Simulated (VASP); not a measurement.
Set up this calculation in VASP 6.6.1, as the native input.

- Task: single point
- Functional: PBEsol
- Potentials or basis: VASP PAW PBE potentials, release 64 (K_sv)
- Cutoff: 520 eV
- k mesh: 4 × 4 × 2
- Occupations: fermi-dirac, width 0.2 eV
- Spin: no spin polarisation
- Dipole correction: no
- Further INCAR settings: ALGO = Normal; EDIFF = 1e-06; NBANDS = 30

The structure of K lies in POSCAR:

```
K
1.0
    6.2322468840      0.0000000000      0.0000000000
    0.0000000000      6.2322468840      0.0000000000
    0.0000000000      0.0000000000     11.3556248285
K
5
Direct
    0.0000000000      0.0000000000      0.0000000000
    0.5000000000      0.0000000000      0.3079720000
    0.0000000000      0.5000000000      0.3079720000
    0.0000000000      0.5000000000      0.6920280000
    0.5000000000      0.0000000000      0.6920280000
```

One way to write it, as run:

INCAR

```
SYSTEM = K
  PREC = Accurate
  ENCUT = 520
  EDIFF = 1E-6
  ISMEAR = -1
  SIGMA = 0.2
  LREAL = .FALSE.
  LASPH = .TRUE.
  NELM = 60
  ALGO = Normal
  ISIF = 2
  LWAVE = .FALSE.
  LCHARG = .FALSE.
  GGA = PS
  NBANDS = 30
```

KPOINTS

```
regular mesh
0
G
  4 4 2
  0 0 0
```

Potentials or basis: VASP PAW PBE potentials, release 64 (K_sv).

The run is started by

```sh
$ cat potpaw_PBE.64/K_sv/POTCAR > POTCAR
$ mpirun -np 1 vasp_std > vasp.out
```

Results of the run:

```yaml
Pressure: -0.2 GPa
Band_gap_on_the_k_mesh: zero (an odd number of electrons rules out a gap without spin polarisation)
```

Caveat: the PAW data sets were made with another functional, which shifts forces and pressure a little.

It took 3.6 min on 1 thread of AMD EPYC 7R43 64-Core Processor (Zen 3), on a shared host, peak memory 0.42 GiB.
